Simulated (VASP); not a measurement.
# NaCl (Fm-3m) in VASP: a series of runs

The runs below take NaCl through single point, with PBEsol, PBEsol+D3(BJ), PBEsol+D4.

Everything below comes from runs of VASP 6.6.1. Logs are shortened: lines on timing, memory, paths and dates and some standing lists are left out, and cuts for length are marked.

### 1 The cell of the first run

It takes space group Fm-3m (No. 225, cubic). The conventional cell has a = 5.602 Å, b = 5.602 Å, c = 5.602 Å, α = 90.00°, β = 90.00°, γ = 90.00°. Cl (site symmetry m-3m) has 6 Na at 2.80 Å within 3.7 Å. Na (site symmetry m-3m) has 6 Cl at 2.80 Å within 3.7 Å.

### 2 Single point, PBEsol

Input file INCAR:

```
PREC = Accurate
ENCUT = 520
EDIFF = 1E-6
ISMEAR = -1
SIGMA = 0.05
LREAL = False
LASPH = True
NELM = 60
ALGO = Normal
ISIF = 2
LWAVE = False
LCHARG = False
GGA = PS
NBANDS = 14
```

Input file KPOINTS:

```
Automatic mesh
0
Gamma
  8 8 8
```

Input file POSCAR:

```
NaCl
1.0
    0.0000000000      2.8011715250      2.8011715250
    2.8011715250      0.0000000000      2.8011715250
    2.8011715250      2.8011715250      0.0000000000
Cl Na
1 1
Direct
    0.5000000000      0.5000000000      0.5000000000
    0.0000000000      0.0000000000      0.0000000000
```

Potentials or basis: VASP PAW PBE potentials, release 64 (Cl, Na_pv).

On the command line:

```bash
> cat potpaw_PBE.64/Cl/POTCAR potpaw_PBE.64/Na_pv/POTCAR > POTCAR
> mpirun -np 1 vasp_std > vasp.out
```

OUTCAR:

```text
PREC = Accurate
   ENCUT = 520
   EDIFF = 1E-6
   ISMEAR = -1
   LREAL = False
   LASPH = True
   NELM = 60
   ISIF = 2
   GGA = PS

 ion  position               nearest neighbor table
   1  0.500  0.500  0.500-
   2  0.000  0.000  0.000-

  LATTYP: Found a face centered cubic cell.
 ALAT       =     5.6023430500

  Lattice vectors:

 A1 = (   0.0000000000,   2.8011715250,   2.8011715250)
 A2 = (   2.8011715250,   0.0000000000,   2.8011715250)
 A3 = (   2.8011715250,   2.8011715250,   0.0000000000)

Analysis of symmetry for initial positions (statically):
=====================================================================
 Subroutine PRICEL returns:
 Original cell was already a primitive cell.

 Routine SETGRP: Setting up the symmetry group for a
 face centered cubic supercell.

 Subroutine GETGRP returns: Found 48 space group operations
 (whereof 48 operations were pure point group operations)
 out of a pool of 48 trial point group operations.

The static configuration has the point symmetry O_h .

Analysis of symmetry for dynamics (positions and initial velocities):
=====================================================================
 Subroutine PRICEL returns:
 Original cell was already a primitive cell.

 Routine SETGRP: Setting up the symmetry group for a
 face centered cubic supercell.

 Subroutine GETGRP returns: Found 48 space group operations
 (whereof 48 operations were pure point group operations)
 out of a pool of 48 trial point group operations.

The dynamic configuration has the point symmetry O_h .

 Subroutine INISYM returns: Found 48 space group operations
 (whereof 48 operations are pure point group operations),
 and found     1 'primitive' translations

----------------------------------------------------------------------------------------

                                     Primitive cell

  volume of cell :      43.9591

  direct lattice vectors                    reciprocal lattice vectors
     0.000000000  2.801171525  2.801171525    -0.178496745  0.178496745  0.178496745
     2.801171525  0.000000000  2.801171525     0.178496745 -0.178496745  0.178496745
     2.801171525  2.801171525  0.000000000     0.178496745  0.178496745 -0.178496745

  length of vectors
     3.961454761  3.961454761  3.961454761     0.309165432  0.309165432  0.309165432

[... 87 lines left out ...]
   ISYM   =      2    0-nonsym 1-usesym 2-fastsym
   POTIM  = 0.5000    time-step for ionic-motion
   TEBEG  =    0.0;   TEEND  =   0.0 temperature during run
   PSTRESS=    0.0 pullay stress
   NELECT =      14.0000    total number of electrons
   NUPDOWN=      -1.0000    fix difference up-down
   EMIN   =  10.00;   EMAX   =-10.00  energy-range for DOS
   EFERMI =   0.00;   METHOD = LEGACY
   ISMEAR =    -1;   SIGMA  =   0.05  broadening in eV -4-tet -1-fermi 0-gaus
   EFERMI_NEDOS =   21; number of points for ismear=-14 and -15
   IALGO  =     38    algorithm
   IMIX   =      4    mixing-type and parameters
     AMIX     =   0.40;   BMIX     =  1.00
     AMIX_MAG =   1.60;   BMIX_MAG =  1.00
  volume/ion in A,a.u.               =      21.98       148.33
  Fermi-wavevector in a.u.,A,eV,Ry     =   1.117981  2.112678 17.005674  1.249882
  Thomas-Fermi vector in A             =   2.254608
   LORBIT       =      0    0 simple, 1 ext, 2 COOP (PROOUT), +10 PAW based schemes
   GGA     = PS    functional components
   LHFCALC =     F    Hartree Fock is set to
   AEXX    =    0.0000 exact exchange contribution
   IVDW    =     0    specifies the selected vdW correction
   LEPSILON=     F    determine dielectric tensor
   LRPA    =     F    only Hartree local field effects (RPA)
 non-spin polarized calculation
  energy-cutoff  :      520.00
  volume of cell :       43.96
 maximum number of plane-waves:      1243
 NGX is ok and might be reduce to    30
   NGX = 15   NGY = 15   NGZ = 15

 number of electron      14.0000004 magnetization

 Free energy of the ion-electron system (eV)
  ---------------------------------------------------
  ext. energy  EPLUGINS =         0.00000000
  ---------------------------------------------------
  free energy    TOTEN  =        -6.99828797 eV

  energy without entropy =       -6.99828797  energy(sigma->0) =       -6.99828797

 E-fermi :   0.4140     XC(G=0):  -8.4224

 val. band max:       -0.6678851376   @ k =   0.0000   0.0000   0.0000
 cond. band min:       4.3380622836   @ k =   0.0000   0.0000   0.0000
 fundamental gap:      5.0059474213
 Fermi energy:         0.4139560927

 k-point     1 :       0.0000    0.0000    0.0000
  band No.  band energies     occupation
      1     -21.2820      2.00000
      2     -21.2820      2.00000
      3     -21.2820      2.00000
      4     -13.3588      2.00000
      5      -0.6679      2.00000
      6      -0.6679      2.00000
      7      -0.6679      2.00000
      8       4.3381      0.00000
      9      10.3487      0.00000
     10      10.3487      0.00000
     11      10.3487      0.00000
     12      12.5960      0.00000
     13      12.5960      0.00000
     14      14.0022      0.00000
[... 377 lines left out ...]
      1     -21.3090      2.00000
      2     -21.2912      2.00000
      3     -21.2869      2.00000
      4     -12.9573      2.00000
      5      -2.4149      2.00000
      6      -1.4794      2.00000
      7      -1.1046      2.00000
      8       7.5288      0.00000
      9       8.8728      0.00000
     10       9.5094      0.00000
     11      11.0290      0.00000
     12      13.6580      0.00000
     13      14.9732      0.00000
     14      16.0538      0.00000

 [... further k-points ...]

------------------------ aborting loop because EDIFF is reached ----------------------------------------

  FORCE on cell =-STRESS in cart. coord.  units (eV):
  Direction    XX          YY          ZZ          XY          YZ          ZX
  --------------------------------------------------------------------------------------
  -------------------------------------------------------------------------------------
  Total        0.0046302      0.0046302      0.0046302      0.0000000      0.0000000      0.0000000
  in kB        0.1687569      0.1687569      0.1687569      0.0000000      0.0000000      0.0000000
  external PRESSURE =       0.1687569 kB  Pullay stress =       0.0000000 kB

 VOLUME and BASIS-vectors are now :
 -----------------------------------------------------------------------------
  energy-cutoff  :      520.00
  volume of cell :       43.96
      direct lattice vectors                 reciprocal lattice vectors
     0.000000000  2.801171525  2.801171525    -0.178496745  0.178496745  0.178496745
     2.801171525  0.000000000  2.801171525     0.178496745 -0.178496745  0.178496745
     2.801171525  2.801171525  0.000000000     0.178496745  0.178496745 -0.178496745

 POSITION                                       TOTAL-FORCE (eV/Angst)
 -----------------------------------------------------------------------------------
      2.80117      2.80117      2.80117         0.000000      0.000000     -0.000000
      0.00000      0.00000      0.00000        -0.000000     -0.000000      0.000000
 -----------------------------------------------------------------------------------
    total drift:                               -0.000000      0.000000      0.000000

  FREE ENERGIE OF THE ION-ELECTRON SYSTEM (eV)
  ---------------------------------------------------
  free  energy   TOTEN  =        -6.9982879676 eV

  energy  without entropy=       -6.9982879676  energy(sigma->0) =       -6.99828797
```

OSZICAR:

```text
N       E                     dE             d eps       ncg     rms          rms(c)
DAV:   1     0.975175264067E+02    0.97518E+02   -0.69221E+03   812   0.100E+03
DAV:   2     0.832612478317E+00   -0.96685E+02   -0.89347E+02   900   0.268E+02
DAV:   3    -0.702724171358E+01   -0.78599E+01   -0.78138E+01  1082   0.713E+01
DAV:   4    -0.715724659349E+01   -0.13000E+00   -0.12994E+00   968   0.966E+00
DAV:   5    -0.715998854999E+01   -0.27420E-02   -0.27417E-02  1034   0.142E+00    0.192E+00
DAV:   6    -0.700544902387E+01    0.15454E+00   -0.24804E-01   998   0.350E+00    0.137E+00
DAV:   7    -0.699491948993E+01    0.10530E-01   -0.61948E-02  1126   0.164E+00    0.930E-01
DAV:   8    -0.699837540112E+01   -0.34559E-02   -0.75900E-03   920   0.796E-01    0.287E-01
DAV:   9    -0.699826250246E+01    0.11290E-03   -0.20089E-04  1028   0.108E-01    0.174E-01
DAV:  10    -0.699829762126E+01   -0.35119E-04   -0.27566E-04   914   0.106E-01    0.561E-02
DAV:  11    -0.699828865613E+01    0.89651E-05   -0.17760E-05  1040   0.323E-02    0.176E-02
DAV:  12    -0.699828796762E+01    0.68851E-06   -0.29310E-06   956   0.111E-02
   1 F= -.69982880E+01 E0= -.69982880E+01  d E =-.321666E-10
```

Run time: 26 s. Hardware: 1 thread of Intel Xeon 8259CL, shared host; peak memory 0.16 GiB.

What came out:

| Property | Result |
| --- | --- |
| Free energy | -6.9983 eV |
| Pressure | 0.0 GPa |
| Band gap on the k mesh | 5.01 eV |

Caveat: the PAW data sets were made with another functional, which shifts forces and pressure a little.

### 3 Single point, PBEsol

Input file INCAR:

```
SYSTEM = NaCl
PREC = Accurate ; ENCUT = 520
EDIFF = 1E-6 ; ISMEAR = -1
SIGMA = 0.05 ; LREAL = .FALSE.
LASPH = .TRUE. ; NELM = 100
ALGO = Normal ; ISIF = 2
LWAVE = .FALSE. ; LCHARG = .FALSE.
GGA = PS ; NBANDS = 14
```

Input file KPOINTS:

```
regular mesh
0
G
  8 8 8
  0 0 0
```

Input file POSCAR:

```
NaCl
1.0
    0.0000000000      2.8009991650      2.8009991650
    2.8009991650      0.0000000000      2.8009991650
    2.8009991650      2.8009991650      0.0000000000
Cl Na
1 1
Direct
    0.5000000000      0.5000000000      0.5000000000
    0.0000000000      0.0000000000      0.0000000000
```

Potentials or basis: VASP PAW PBE potentials, release 64 (Cl, Na_pv).

On the command line:

```bash
> cat potpaw_PBE.64/Cl/POTCAR potpaw_PBE.64/Na_pv/POTCAR > POTCAR
> mpirun -np 1 vasp_std > vasp.out
```

Wall time 24 s (1 thread of Intel Xeon 8259CL, shared host); peak memory 0.17 GiB.

The run converged. Its results:

| Property | Result |
| --- | --- |
| Free energy | -6.9983 eV |
| Pressure | 0.0 GPa |
| Band gap on the k mesh | 5.01 eV |

Levels at points of the mesh, in eV from the valence-band top:
```tsv
k point	band 3	band 4	band 5	band 6	band 7	band 8	band 9	band 10	band 11	band 12
(0.00, 0.00, 0.00)	-20.61	-12.69	0.00	0.00	0.00	5.01	11.02	11.02	11.02	13.26
(0.50, 0.00, 0.00)	-20.62	-12.32	-2.03	-0.28	-0.28	7.11	10.66	10.91	10.91	14.96
(0.50, 0.50, 0.00)	-20.62	-12.27	-1.76	-0.63	-0.63	7.49	7.87	11.27	14.80	14.80
```

Caveat: the PAW data sets were made with another functional, which shifts forces and pressure a little.

### 4 Single point, PBEsol+D3(BJ)

This run uses another cell than the first one, of 21.81 Å³/atom.

Input file INCAR:

```
SYSTEM = NaCl
  PREC = Accurate
  ENCUT = 520
  EDIFF = 1E-6
  ISMEAR = -1
  SIGMA = 0.05
  LREAL = .False.
  LASPH = .True.
  NELM = 60
  ALGO = Normal
  ISIF = 2
  LWAVE = .False.
  LCHARG = .False.
  GGA = PS
  IVDW = 12
  NBANDS = 14
```

Input file KPOINTS:

```
Automatic mesh
0
Gamma
  8 8 8
  0 0 0
```

Input file POSCAR:

```
NaCl
1.0
    0.0000000000      2.7940632177      2.7940632177
    2.7940632177      0.0000000000      2.7940632177
    2.7940632177      2.7940632177      0.0000000000
Cl Na
1 1
Direct
    0.5000000000      0.5000000000      0.5000000000
    0.0000000000      0.0000000000      0.0000000000
```

On the command line:

```bash
> cat potpaw_PBE.64/Cl/POTCAR potpaw_PBE.64/Na_pv/POTCAR > POTCAR
> mpirun -np 1 vasp_std > vasp.out
```

It took 24 s on 1 thread of Intel Xeon 8259CL, shared host; peak memory 0.18 GiB.

The run converged. Its results:

```yaml
Free_energy: -7.3921 eV
Pressure: -1.3 GPa
Band_gap_on_the_k_mesh: 5.03 eV
Dispersion_energy_per_atom: -0.197 eV
```

Levels at points of the mesh, in eV from the valence-band top:
| k point | band 3 | band 4 | band 5 | band 6 | band 7 | band 8 | band 9 | band 10 | band 11 | band 12 |
| --- | --- | --- | --- | --- | --- | --- | --- | --- | --- | --- |
| (0.00, 0.00, 0.00) | -20.60 | -12.71 | 0.00 | 0.00 | 0.00 | 5.03 | 11.02 | 11.02 | 11.02 | 13.28 |
| (0.50, 0.00, 0.00) | -20.60 | -12.33 | -2.06 | -0.29 | -0.29 | 7.12 | 10.72 | 10.93 | 10.93 | 15.01 |
| (0.50, 0.50, 0.00) | -20.61 | -12.28 | -1.78 | -0.64 | -0.64 | 7.51 | 7.86 | 11.32 | 14.86 | 14.86 |

Caveat: three body term missing; the PAW data sets were made with another functional, which shifts forces and pressure a little.

### 5 Single point, PBEsol+D4

This run uses another cell than the first one, of 21.63 Å³/atom.

Input file INCAR:

```
PREC = Accurate
ENCUT = 520
EDIFF = 1E-6
ISMEAR = -1
SIGMA = 0.05
LREAL = F
LASPH = T
NELM = 100
ALGO = Normal
ISIF = 2
LWAVE = F
LCHARG = T
GGA = PS
IVDW = 13
LELF = T
LVHAR = T
NBANDS = 14
```

Input file KPOINTS:

```
regular mesh
0
Gamma
  8 8 8
```

Input file POSCAR:

```
NaCl
1.0
    0.0000000000      2.7861562866      2.7861562866
    2.7861562866      0.0000000000      2.7861562866
    2.7861562866      2.7861562866      0.0000000000
Cl Na
1 1
Direct
    0.5000000000      0.5000000000      0.5000000000
    0.0000000000      0.0000000000      0.0000000000
```

On the command line:

```bash
> cat potpaw_PBE.64/Cl/POTCAR potpaw_PBE.64/Na_pv/POTCAR > POTCAR
> mpirun -np 1 vasp_std > vasp.out
```

It took 31 s on 1 thread of Intel Xeon 8259CL, shared host; peak memory 0.16 GiB.

It converged, with:

```
Free energy                : -7.1178 eV
Pressure                   : 0.0 GPa
Band gap on the k mesh     : 5.07 eV
Dispersion energy per atom : -0.060 eV
```

Levels at points of the mesh, in eV from the valence-band top:
```csv
k point,band 4,band 5,band 6,band 7,band 8,band 9,band 10,band 11
"(0.00, 0.00, 0.00)",-12.73,0.00,0.00,0.00,5.07,11.03,11.03,11.03
"(0.50, 0.00, 0.00)",-12.34,-2.09,-0.29,-0.29,7.14,10.79,10.95,10.95
"(0.50, 0.50, 0.00)",-12.29,-1.80,-0.65,-0.65,7.54,7.86,11.38,14.94
```

Caveat: the PAW data sets were made with another functional, which shifts forces and pressure a little.

### 6 Summary

```tsv
level	cell	gap on the mesh (eV)	pressure (GPa)
PBEsol	a = 3.961 Å, angles 60.0°, 2 atoms	5.01	0.0
PBEsol+D3(BJ)	a = 3.951 Å, angles 60.0°, 2 atoms	5.03	-1.3
PBEsol+D4	a = 3.940 Å, angles 60.0°, 2 atoms	5.07	0.0
```

Alike in all rows: task single point; potentials or basis VASP PAW PBE potentials, release 64 (Cl, Na_pv); no spin polarisation; k mesh 8 × 8 × 8; cutoff (eV) 520; smearing fermi-dirac 0.05 eV.

Caveats: the PAW data sets were made with another functional, which shifts forces and pressure a little; three body term missing (at least some runs).

Absolute energies hang on the potentials; compare differences alone.
